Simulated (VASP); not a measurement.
Runs of VASP 6.6.1 on Ir. The structure is that of space group I4/mmm (No. 139), or close to it. The cells are those of the table. 

```csv
cell,gap on the mesh (eV),pressure (GPa)
"a = 2.754, b = 2.754, c = 2.891 Å, angles 58.3, 58.3, 63.3°, 1 atom",none,-16.0
"a = 2.777, b = 2.777, c = 2.630 Å, angles 61.7, 61.7, 56.5°, 1 atom",none,(b)
"a = 2.672, b = 2.672, c = 2.931 Å, angles 56.7, 56.7, 66.5°, 1 atom",none,(a)
"a = 2.792, b = 2.792, c = 2.644 Å, angles 61.7, 61.7, 56.5°, 1 atom",none,3.3
"a = 2.599, b = 2.599, c = 2.851 Å, angles 56.7, 56.7, 66.5°, 1 atom",none,45.1
```

Alike in all rows: task single point; level PBE; potentials or basis VASP PAW PBE potentials, release 64 (Ir); no spin polarisation; k mesh 22 × 22 × 22; cutoff (eV) 520; smearing gaussian 0.15 eV.

Fill in the values left out.

(a) 7.8; (b) 9.3.

Caveats: spin-orbit coupling is left out, which moves the levels of the heavy elements; the cell stands under pressure (at least some runs); the cell stands under tension (at least some runs).

A k mesh can miss the band edges, and the runs leave out spin-orbit coupling on Ir.

A gap of «none» marks levels without a gap at the run's occupations.
